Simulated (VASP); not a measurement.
# ZnSe (F-43m) in VASP: a series of runs

Aim: see how the results for ZnSe move with the level of theory and the settings. Levels: HSE06, PBE0. Tasks: single point.

Program: VASP 6.6.1. These are calculated values, not measurements. Logs are shortened: lines on timing, memory, paths and dates and some standing lists are left out, and cuts for length are marked.

## Step 1: The cell of the first run

Symmetry: F-43m, No. 216, cubic system. The conventional cell has a = 5.668 Å, b = 5.668 Å, c = 5.668 Å, α = 90.00°, β = 90.00°, γ = 90.00°. Zn (site symmetry -43m) has 4 Se at 2.45 Å within 3.2 Å. Within 3.2 Å of Se (site symmetry -43m) lie 4 Zn at 2.45 Å.

## Step 2: Single point, HSE06

File POSCAR:

```
ZnSe
1.0
    0.0000000000      2.8338000000      2.8338000000
    2.8338000000      0.0000000000      2.8338000000
    2.8338000000      2.8338000000      0.0000000000
Zn Se
1 1
Direct
    0.0000000000      0.0000000000      0.0000000000
    0.7500000000      0.7500000000      0.7500000000
```

File INCAR.step1:

```
SYSTEM = ZnSe
PREC     = Accurate       ! precision mode
ENCUT    = 400            ! plane-wave cutoff, eV
EDIFF    = 1E-5           ! SCF threshold, eV
ISMEAR   = 0              ! smearing method
SIGMA    = 0.01           ! smearing width, eV
LREAL    = .False.        ! projectors in reciprocal space
LASPH    = .True.         ! aspherical terms in the spheres
NELM     = 120            ! most SCF steps
ALGO     = Normal         ! electronic algorithm
ISIF     = 2              ! what is computed and relaxed
LWAVE    = .True.         ! write WAVECAR
GGA      = PE             ! functional
NBANDS   = 16             ! bands
GGA_COMPAT= .False.
```

File INCAR.step2:

```
SYSTEM = ZnSe
PREC     = Accurate       ! precision mode
ENCUT    = 400            ! plane-wave cutoff, eV
EDIFF    = 1E-6           ! SCF threshold, eV
ISMEAR   = 0              ! smearing method
SIGMA    = 0.01           ! smearing width, eV
LREAL    = .False.        ! projectors in reciprocal space
LASPH    = .True.         ! aspherical terms in the spheres
NELM     = 120            ! most SCF steps
ALGO     = Normal         ! electronic algorithm
ISIF     = 2              ! what is computed and relaxed
LWAVE    = .False.        ! write WAVECAR
LCHARG   = .True.         ! write CHGCAR
GGA      = PE             ! functional
LHFCALC  = .True.         ! exact exchange
HFSCREEN = 0.2079         ! screening, 1/A
PRECFOCK = Normal       
LELF     = .True.         ! ELF
LVHAR    = .True.       
ISTART   = 1            
NBANDS   = 16             ! bands
GGA_COMPAT= .False.
```

File KPOINTS:

```
regular mesh
0
Gamma
  4 4 4
  0 0 0
```

Potentials or basis: VASP PAW PBE potentials, release 64 (Zn, Se).

Command:

```console
cat potpaw_PBE.64/Zn/POTCAR potpaw_PBE.64/Se/POTCAR > POTCAR
cp INCAR.step1 INCAR
mpirun -np 1 vasp_std > vasp.out
cp INCAR.step2 INCAR
mpirun -np 1 vasp_std > vasp.out
```

OUTCAR:

```text
SYSTEM = ZnSe
   PREC = Accurate
   ENCUT = 400
   EDIFF = 1E-6
   ISMEAR = 0
   LREAL = .False.
   LASPH = .True.
   NELM = 120
   ISIF = 2
   GGA = PE
   LHFCALC = .True.
   HFSCREEN = 0.2079
   PRECFOCK = Normal
   ISTART = 1

 ion  position               nearest neighbor table
   1  0.000  0.000  0.000-   2 2.45   2 2.45   2 2.45   2 2.45
   2  0.750  0.750  0.750-   1 2.45   1 2.45   1 2.45   1 2.45

  LATTYP: Found a face centered cubic cell.
 ALAT       =     5.6676000000

  Lattice vectors:

 A1 = (   0.0000000000,   2.8338000000,   2.8338000000)
 A2 = (   2.8338000000,   0.0000000000,   2.8338000000)
 A3 = (   2.8338000000,   2.8338000000,   0.0000000000)

Analysis of symmetry for initial positions (statically):
=====================================================================
 Subroutine PRICEL returns:
 Original cell was already a primitive cell.

 Routine SETGRP: Setting up the symmetry group for a
 face centered cubic supercell.

 Subroutine GETGRP returns: Found 24 space group operations
 (whereof 24 operations were pure point group operations)
 out of a pool of 48 trial point group operations.

The static configuration has the point symmetry T_d .

Analysis of symmetry for dynamics (positions and initial velocities):
=====================================================================
 Subroutine PRICEL returns:
 Original cell was already a primitive cell.

 Routine SETGRP: Setting up the symmetry group for a
 face centered cubic supercell.

 Subroutine GETGRP returns: Found 24 space group operations
 (whereof 24 operations were pure point group operations)
 out of a pool of 48 trial point group operations.

The dynamic configuration has the point symmetry T_d .

 Subroutine INISYM returns: Found 24 space group operations
 (whereof 24 operations are pure point group operations),
 and found     1 'primitive' translations

----------------------------------------------------------------------------------------

                                     Primitive cell

  volume of cell :      45.5132

  direct lattice vectors                    reciprocal lattice vectors
     0.000000000  2.833800000  2.833800000    -0.176441527  0.176441527  0.176441527
     2.833800000  0.000000000  2.833800000     0.176441527 -0.176441527  0.176441527
     2.833800000  2.833800000  0.000000000     0.176441527  0.176441527 -0.176441527

  length of vectors
     4.007598393  4.007598393  4.007598393     0.305605690  0.305605690  0.305605690

  position of ions in fractional coordinates (direct lattice)
     0.000000000  0.000000000  0.000000000
     0.750000000  0.750000000  0.750000000

  ion indices of the primitive-cell ions
   primitive index   ion index
                 1           1
                 2           2

----------------------------------------------------------------------------------------

 KPOINTS: regular mesh

Automatic generation of k-mesh.
 Grid dimensions read from file:
 generate k-points for:    4    4    4

 Generating k-lattice:

  Cartesian coordinates                     Fractional coordinates (reciprocal lattice)
    -0.044110382  0.044110382  0.044110382     0.250000000  0.000000000  0.000000000
     0.044110382 -0.044110382  0.044110382     0.000000000  0.250000000  0.000000000
     0.044110382  0.044110382 -0.044110382     0.000000000  0.000000000  0.250000000

  Length of vectors
     0.076401422  0.076401422  0.076401422

  Shift w.r.t. Gamma in fractional coordinates (k-lattice)
     0.000000000  0.000000000  0.000000000

 Subroutine IBZKPT returns following result:
 ===========================================

 Found      8 irreducible k-points:

 Following reciprocal coordinates:
            Coordinates               Weight
  0.000000  0.000000  0.000000      1.000000
  0.250000  0.000000  0.000000      8.000000
  0.500000  0.000000  0.000000      4.000000
  0.250000  0.250000  0.000000      6.000000
  0.500000  0.250000  0.000000     24.000000
 -0.250000  0.250000  0.000000     12.000000
  0.500000  0.500000  0.000000      3.000000
 -0.250000  0.500000  0.250000      6.000000
   k-points           NKPTS =      8   k-points in BZ     NKDIM =     64   number of bands    NBANDS=     16
   number of dos      NEDOS =    301   number of ions     NIONS =      2
   total plane-waves  NPLWV =  21952
   dimension x,y,z NGX =    28 NGY =   28 NGZ =   28
   dimension x,y,z NGXF=    56 NGYF=   56 NGZF=   56
   ions per type =               1   1
   NGX,Y,Z   is equivalent  to a cutoff of  11.62, 11.62, 11.62 a.u.
   NGXF,Y,Z  is equivalent  to a cutoff of  23.23, 23.23, 23.23 a.u.
 SYSTEM =  ZnSe
   PREC   = accura    normal or accurate (medium, high low for compatibility)
   ISTART =      1    job   : 0-new  1-cont  2-samecut
   ICHARG =      0    charge: 1-file 2-atom 10-const
   ISPIN  =      1    spin polarized calculation?
   LNONCOLLINEAR =      F non collinear calculations
   LSORBIT =      F    spin-orbit coupling
   LASPH  =      T    aspherical Exc in radial PAW
   ENCUT  =  400.0 eV  29.40 Ry    5.42 a.u.   6.54  6.54  6.54*2*pi/ulx,y,z
   NELM   =    120;   NELMIN=  2; NELMDL=  0     # of ELM steps
   EDIFF  = 0.1E-05   stopping-criterion for ELM
   LREAL  =      F    real-space projection
   EDIFFG = 0.1E-04   stopping-criterion for IOM
   NSW    =      0    number of steps for IOM
   IBRION =     -1    ionic relax: 0-MD 1-quasi-New 2-CG
   NFREE  =      0    steps in history (QN), initial steepest desc. (CG)
   ISIF   =      2    stress and relaxation
   ISYM   =      3    0-nonsym 1-usesym 2-fastsym
   POTIM  = 0.5000    time-step for ionic-motion
   TEBEG  =    0.0;   TEEND  =   0.0 temperature during run
   PSTRESS=    0.0 pullay stress
   NELECT =      18.0000    total number of electrons
   NUPDOWN=      -1.0000    fix difference up-down
   EMIN   =  10.00;   EMAX   =-10.00  energy-range for DOS
   EFERMI =   0.00;   METHOD = LEGACY
   ISMEAR =     0;   SIGMA  =   0.01  broadening in eV -4-tet -1-fermi 0-gaus
   EFERMI_NEDOS =   21; number of points for ismear=-14 and -15
   IALGO  =     38    algorithm
   IMIX   =      1    mixing-type and parameters
     AMIX     =   0.40;   BMIX     =  1.00
     AMIX_MAG =   1.60;   BMIX_MAG =  1.00
  volume/ion in A,a.u.               =      22.76       153.57
  Fermi-wavevector in a.u.,A,eV,Ry     =   1.201673  2.270834 19.647073  1.444019
  Thomas-Fermi vector in A             =   2.337476
   LORBIT       =      0    0 simple, 1 ext, 2 COOP (PROOUT), +10 PAW based schemes
   GGA     = PE    functional components
   LHFCALC =     T    Hartree Fock is set to
   PRECFOCK=normal    Normal, Fast or Accurate (Low or Medium for compatibility)
   ENCUT4O =  -1.0   cutoff for four orbital integrals eV
   NKREDX  =     1    reduce k-point grid by
   NKREDY  =     1    reduce k-point grid by
   NKREDZ  =     1    reduce k-point grid by
   AEXX    =    0.2500 exact exchange contribution
   HFSCREEN=    0.2079 screening length (either q_TF or 0.3 A-1)
   HFSCREENC=   0.2079 screening length for correlation (either q_TF or 0.3 A-1)
   ENCUTFOCK=  -1.0 apply spherical cutoff to Coloumb kernel
   IVDW    =     0    specifies the selected vdW correction
   LEPSILON=     F    determine dielectric tensor
   LRPA    =     F    only Hartree local field effects (RPA)
 non-spin polarized calculation
 Gauss-broadening in eV      SIGMA  =   0.01
  energy-cutoff  :      400.00
  volume of cell :       45.51
 maximum number of plane-waves:       869
 NGX is ok and might be reduce to    28
  NGX = 20; NGY = 20; NGZ = 20

 number of electron      18.0000014 magnetization

 Free energy of the ion-electron system (eV)
  ---------------------------------------------------
  ext. energy  EPLUGINS =         0.00000000
  ---------------------------------------------------
  free energy    TOTEN  =        -7.37282997 eV

  energy without entropy =       -7.37282997  energy(sigma->0) =       -7.37282997

 E-fermi :   1.0585     XC(G=0):  -7.7268

 val. band max:        0.9722025375   @ k =   0.0000   0.0000   0.0000
 cond. band min:       3.3983637888   @ k =   0.0000   0.0000   0.0000
 fundamental gap:      2.4261612513
 Fermi energy:         1.0584782164

 k-point     1 :       0.0000    0.0000    0.0000
  band No.  band energies     occupation
      1     -13.3873      2.00000
      2      -7.2128      2.00000
      3      -7.2128      2.00000
      4      -7.2128      2.00000
      5      -6.8836      2.00000
      6      -6.8836      2.00000
[... 8 lines left out ...]
     15      13.6707      0.00000
     16      13.6707      0.00000

 k-point     2 :       0.2500    0.0000    0.0000
  band No.  band energies     occupation
      1     -12.9905      2.00000
      2      -7.1663      2.00000
      3      -7.1663      2.00000
      4      -7.1011      2.00000
      5      -6.8836      2.00000
      6      -6.8836      2.00000
[... 8 lines left out ...]
     15      12.5909      0.00000
     16      12.8955      0.00000

 k-point     3 :       0.5000    0.0000    0.0000
  band No.  band energies     occupation
      1     -12.5266      2.00000
      2      -7.1321      2.00000
      3      -7.1321      2.00000
      4      -6.8692      2.00000
      5      -6.8692      2.00000
      6      -6.6984      2.00000
[... 8 lines left out ...]
     15      15.4830      0.00000
     16      15.4830      0.00000

 k-point     4 :       0.2500    0.2500    0.0000
  band No.  band energies     occupation
      1     -12.8576      2.00000
      2      -7.1538      2.00000
      3      -7.1122      2.00000
      4      -7.1122      2.00000
      5      -6.9012      2.00000
      6      -6.8622      2.00000
[... 8 lines left out ...]
     15      14.5851      0.00000
     16      16.2582      0.00000

 k-point     5 :       0.5000    0.2500    0.0000
  band No.  band energies     occupation
      1     -12.3917      2.00000
      2      -7.1070      2.00000
      3      -7.0605      2.00000
      4      -6.9561      2.00000
      5      -6.8605      2.00000
      6      -6.6883      2.00000
[... 8 lines left out ...]
     15      15.6484      0.00000
     16      16.5193      0.00000

 k-point     6 :      -0.2500    0.2500    0.0000
  band No.  band energies     occupation
      1     -12.5476      2.00000
      2      -7.1143      2.00000
      3      -7.1067      2.00000
      4      -6.9262      2.00000
      5      -6.8947      2.00000
      6      -6.7952      2.00000
[... 8 lines left out ...]
     15      14.4066      0.00000
     16      16.5230      0.00000

 k-point     7 :       0.5000    0.5000    0.0000
  band No.  band energies     occupation
      1     -12.2377      2.00000
      2      -7.0926      2.00000
      3      -6.9912      2.00000
      4      -6.9912      2.00000
      5      -6.8406      2.00000
      6      -6.6529      2.00000
[... 8 lines left out ...]
     15      16.2787      0.00000
     16      16.7762      0.00000

 k-point     8 :      -0.2500    0.5000    0.2500
  band No.  band energies     occupation
      1     -12.2337      2.00000
      2      -7.0755      2.00000
      3      -7.0404      2.00000
      4      -6.9187      2.00000
      5      -6.8934      2.00000
      6      -6.5430      2.00000
[... 8 lines left out ...]
     15      16.2443      0.00000
     16      16.4236      0.00000

------------------------ aborting loop because EDIFF is reached ----------------------------------------

  FORCE on cell =-STRESS in cart. coord.  units (eV):
  Direction    XX          YY          ZZ          XY          YZ          ZX
  --------------------------------------------------------------------------------------
  -------------------------------------------------------------------------------------
  Total        0.3298069      0.3298069      0.3298069      0.0000000     -0.0000000      0.0000000
  in kB       11.6100151     11.6100151     11.6100151      0.0000000     -0.0000000      0.0000000
  external PRESSURE =      11.6100151 kB  Pullay stress =       0.0000000 kB

 VOLUME and BASIS-vectors are now :
 -----------------------------------------------------------------------------
  energy-cutoff  :      400.00
  volume of cell :       45.51
      direct lattice vectors                 reciprocal lattice vectors
     0.000000000  2.833800000  2.833800000    -0.176441527  0.176441527  0.176441527
     2.833800000  0.000000000  2.833800000     0.176441527 -0.176441527  0.176441527
     2.833800000  2.833800000  0.000000000     0.176441527  0.176441527 -0.176441527

 POSITION                                       TOTAL-FORCE (eV/Angst)
 -----------------------------------------------------------------------------------
      0.00000      0.00000      0.00000         0.000000      0.000000      0.000000
      4.25070      4.25070      4.25070        -0.000000     -0.000000     -0.000000
 -----------------------------------------------------------------------------------
    total drift:                               -0.000205     -0.000183     -0.000121

  FREE ENERGIE OF THE ION-ELECTRON SYSTEM (eV)
  ---------------------------------------------------
  free  energy   TOTEN  =        -7.3728299711 eV

  energy  without entropy=       -7.3728299711  energy(sigma->0) =       -7.37282997
```

Run time: 2.2 min. Hardware: 1 thread of Intel Xeon 6975P-C (Granite Rapids), shared host; peak memory 0.26 GiB.

Results:

```yaml
Free_energy: -7.3728 eV
Pressure: 1.2 GPa
Band_gap_on_the_k_mesh: 2.43 eV
```

Caveat: the k points lie up to 0.48 Å⁻¹ apart; the PAW data sets were made with another functional, which shifts forces and pressure a little.

## Step 3: Single point, PBE0

POSCAR is that of step 2.

File INCAR.step1:

```
SYSTEM = ZnSe
PREC     = Accurate       ! precision mode
ENCUT    = 400            ! plane-wave cutoff, eV
EDIFF    = 1E-5           ! SCF threshold, eV
ISMEAR   = 0              ! smearing method
SIGMA    = 0.01           ! smearing width, eV
LREAL    = .FALSE.        ! projectors in reciprocal space
LASPH    = .TRUE.         ! aspherical terms in the spheres
NELM     = 120            ! most SCF steps
ALGO     = Normal         ! electronic algorithm
ISIF     = 2              ! what is computed and relaxed
LWAVE    = .TRUE.         ! write WAVECAR
NBANDS   = 16             ! bands
GGA      = PE             ! functional
GGA_COMPAT= .FALSE.
```

File INCAR.step2:

```
SYSTEM = ZnSe
PREC     = Accurate       ! precision mode
ENCUT    = 400            ! plane-wave cutoff, eV
EDIFF    = 1E-6           ! SCF threshold, eV
ISMEAR   = 0              ! smearing method
SIGMA    = 0.01           ! smearing width, eV
LREAL    = .FALSE.        ! projectors in reciprocal space
LASPH    = .TRUE.         ! aspherical terms in the spheres
NELM     = 120            ! most SCF steps
ALGO     = Normal         ! electronic algorithm
ISIF     = 2              ! what is computed and relaxed
LWAVE    = .FALSE.        ! write WAVECAR
LCHARG   = .TRUE.         ! write CHGCAR
GGA      = PE             ! functional
LHFCALC  = .TRUE.         ! exact exchange
AEXX     = 0.25           ! exact-exchange fraction
PRECFOCK = Normal       
LELF     = .TRUE.         ! ELF
LVHAR    = .TRUE.       
NBANDS   = 16             ! bands
ISTART   = 1            
GGA_COMPAT= .FALSE.
```

File KPOINTS:

```
Automatic mesh
0
G
  4 4 4
  0 0 0
```

Potentials or basis: VASP PAW PBE potentials, release 64 (Zn, Se).

Command:

```console
cat potpaw_PBE.64/Zn/POTCAR potpaw_PBE.64/Se/POTCAR > POTCAR
cp INCAR.step1 INCAR
mpirun -np 1 vasp_std > vasp.out
cp INCAR.step2 INCAR
mpirun -np 1 vasp_std > vasp.out
```

Wall time 2.1 min (1 thread of Intel Xeon 6975P-C (Granite Rapids), shared host); peak memory 0.17 GiB.

Results (log left out):

- Free energy: -7.9504 eV
- Pressure: 0.9 GPa
- Band gap on the k mesh: 3.14 eV

Levels at points of the mesh, in eV from the valence-band top:
```
           k point  band 6  band 7  band 8  band 9  band 10  band 11  band 12  band 13
(0.00, 0.00, 0.00)   -7.90    0.00    0.00    0.00     3.14     7.69     7.69     7.69
(0.50, 0.00, 0.00)   -7.71   -5.59   -0.92   -0.92     4.38     8.24     8.24    10.47
(0.50, 0.50, 0.00)   -7.67   -5.18   -2.33   -2.33     4.58     5.24    12.94    13.58
```

Caveat: the k points lie up to 0.48 Å⁻¹ apart; the PAW data sets were made with another functional, which shifts forces and pressure a little.
